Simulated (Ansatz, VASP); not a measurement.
# One calculation of SiC, two programs

```
CELL_PARAMETERS angstrom
3.07804 0.00000 0.00000
-1.53902 2.66566 0.00000
0.00000 0.00000 10.07570
ATOMIC_POSITIONS crystal
Si 0.66667 0.33333 0.93783
Si 0.33333 0.66667 0.43783
Si 0.00000 0.00000 0.68790
Si 0.00000 0.00000 0.18790
C 0.66667 0.33333 0.74982
C 0.33333 0.66667 0.24982
C 0.00000 0.00000 0.50045
C 0.00000 0.00000 0.00045
```

Alike in both runs: functional PBEsol; k mesh 12 × 12 × 4; occupations gaussian, width 0.02 eV; no spin polarisation.

Ansatz relaxed the structure, and its values are those at the end. VASP's run is a single point on that final structure, the one shown.

```csv
,VASP,Ansatz
version,VASP 6.6.1,Ansatz 0.2.0
potentials or method,"VASP PAW PBE potentials, release 64 (Si, C), cutoff 520 eV","scalar-relativistic, plane waves, PAW"
valence electrons in the cell,32,32
```

|  | VASP | Ansatz | Ansatz less VASP |
| --- | --- | --- | --- |
| gap on the k mesh at the Fermi level (eV) | 2.11 | 2.12 | +0.008 |
| least direct gap on the mesh (eV) | 3.23 | 3.24 | +0.009 |
| pressure (GPa) | 0.4 | 0.0 | -0.35 |

VASP's potentials were made for PBE, not for PBEsol.
